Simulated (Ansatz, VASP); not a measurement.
**Mg2Cd3Te in VASP and in Ansatz**

```xyz
6
Lattice="6.0208 0.0000 0.0000 -3.0104 5.2142 0.0000 0.0000 0.0000 5.0103" Properties=species:S:1:pos:R:3 pbc="T T T"
Mg    3.0104    1.7381    4.9625
Mg    0.0000    3.4761    4.9625
Cd    1.5052    2.6071    2.4189
Cd    3.0104    0.0000    2.4189
Cd   -1.5052    2.6071    2.4189
Te    0.0000    0.0000    3.8297
```

Change from the starting cell: species swapped into the ErCo3Ge2 type (P6mm, No. 183).

Alike in both runs: functional PBE; k mesh 6 × 6 × 8; occupations gaussian, width 0.1 eV; no spin polarisation.

Ansatz relaxed the structure, and its values are those at the end. VASP's run is a single point on that final structure, the one shown.

|  | VASP | Ansatz |
| --- | --- | --- |
| version | VASP 6.6.1 | Ansatz 0.2.0 |
| potentials or method | VASP PAW PBE potentials, release 64 (Mg, Cd, Te), cutoff 520 eV | scalar-relativistic, plane waves, PAW |
| valence electrons in the cell | 46 | 96 |

|  | VASP | Ansatz | Ansatz less VASP |
| --- | --- | --- | --- |
| gap on the k mesh at the Fermi level (eV) | none | none | - |
| pressure (GPa) | 0.1 | 0.0 | -0.08 |

A gap of «none» marks a metal or a gap that the smearing closes. The functional is the same, so the differences come from potentials, cutoffs and numerics. VASP's potentials hold 46 valence electrons a cell and Ansatz's 96, so a difference there can come from the potentials and not from the codes.

Neither program's run includes spin-orbit coupling.
